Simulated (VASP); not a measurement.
Wanted: the native input for a VASP 6.6.1 run.

```yaml
Task: single point
Functional: PBE
Potentials_or_basis: VASP PAW PBE potentials, release 64 (Cr_pv)
Cutoff: 520 eV
k_mesh: 20 × 20 × 20
Occupations: gaussian, width 0.1 eV
Spin: no spin polarisation
Dipole_correction: no
Further_INCAR_settings: ALGO = Normal; EDIFF = 1e-06; NBANDS = 12
```

The structure of Cr lies in POSCAR:

```
Cr
1.0
   -1.4518419962      1.4518419962      1.4518419962
    1.4518419962     -1.4518419962      1.4518419962
    1.4518419962      1.4518419962     -1.4518419962
Cr
1
Direct
    0.0000000000      0.0000000000      0.0000000000
```

This cell differs from its parent crystal: volume scaled by 1.06.

One way to write it, as run:

INCAR

```
PREC     = Accurate       # precision mode
ENCUT    = 520            # plane-wave cutoff, eV
EDIFF    = 1E-6           # SCF threshold, eV
ISMEAR   = 0              # smearing method
SIGMA    = 0.1            # smearing width, eV
LREAL    = F              # projectors in reciprocal space
LASPH    = T              # aspherical terms in the spheres
NELM     = 100            # most SCF steps
ALGO     = Normal         # electronic algorithm
ISIF     = 2              # what is computed and relaxed
LWAVE    = F              # write WAVECAR
LCHARG   = F              # write CHGCAR
GGA      = PE             # functional
NBANDS   = 12             # bands
```

KPOINTS

```
Automatic mesh
0
Gamma
  20 20 20
```

Potentials or basis: VASP PAW PBE potentials, release 64 (Cr_pv).

Launch:

```console
$ cat potpaw_PBE.64/Cr_pv/POTCAR > POTCAR
$ mpirun -np 1 vasp_std > vasp.out
```

It gave:

```yaml
Pressure: -13.7 GPa
Band_gap_on_the_k_mesh: zero (band 6 reaches 12.41 eV, above the bottom of band 7 at 9.32 eV)
```

Caveat: the run has no spin polarisation, though such a crystal can be magnetic.

Run time: 24 s on 1 thread of Intel Xeon 6975P-C (shared host), peak memory 0.16 GiB.
